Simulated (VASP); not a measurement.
The system is MgO.

```
CELL_PARAMETERS angstrom
2.62335 0.00000 0.00000
0.00000 2.62335 0.00000
0.00000 0.00000 2.62335
ATOMIC_POSITIONS crystal
Mg 0.00000 0.00000 0.00000
O 0.50000 0.50000 0.50000
```

Base run:

| Item | Value |
| --- | --- |
| Program | VASP 6.6.1 |
| Functional | r2SCAN |
| Potentials or basis | VASP PAW PBE potentials, release 64 (Mg, O) |
| Cutoff | 520 eV |
| k mesh | 10 × 10 × 10 |
| Occupations | gaussian, width 0.01 eV |
| Spin | no spin polarisation |

Its results: band gap on the k mesh 3.45 eV, indirect (least direct gap 4.51 eV); pressure -1.2 GPa.

The run is repeated on the same cell with these changes: functional from r2SCAN to PBE; further incar settings from ALGO = Normal; EDIFF = 1e-07; NBANDS = 11 to ALGO = Normal; EDIFF = 1e-06; NBANDS = 11. What comes out?

Band gap on the k mesh 2.62 eV, indirect (least direct gap 3.64 eV); pressure 5.5 GPa.

Caveats: the PAW data sets were made with another functional, which shifts forces and pressure a little (some runs).

A k mesh can miss the band edges.
